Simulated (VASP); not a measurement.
Here is a VASP 6.6.1 calculation.

File INCAR:

```
ALGO = Normal
EDIFF = 1E-6
ENCUT = 500
GGA = PE
GGA_COMPAT = False
ISIF = 2
ISMEAR = 0
LASPH = True
LCHARG = False
LREAL = False
LWAVE = False
NBANDS = 11
NELM = 120
PREC = Accurate
SIGMA = 0.01
```

Contents of KPOINTS:

```
k-points
0
Gamma
  10 10 10
```

Contents of POSCAR:

```
AlAs
1.0
    0.0000000000      2.5438666731      2.5438666731
    2.5438666731      0.0000000000      2.5438666731
    2.5438666731      2.5438666731      0.0000000000
Al As
1 1
Direct
    0.0000000000      0.0000000000      0.0000000000
    0.7500000000      0.7500000000      0.7500000000
```

Potentials or basis: VASP PAW PBE potentials, release 64 (Al, As).

Command:

```bash
$ cat potpaw_PBE.64/Al/POTCAR potpaw_PBE.64/As/POTCAR > POTCAR
$ mpirun -np 1 vasp_std > vasp.out
```

Q: What does it give for the band gap on the k mesh?

A: 0.69 eV, indirect (least direct gap 3.67 eV).

Q: Predict the pressure.

A: 50.8 GPa.

A k mesh can miss the band edges. Expect the measured gap to be larger: semilocal functionals such as PBE lack the derivative discontinuity.
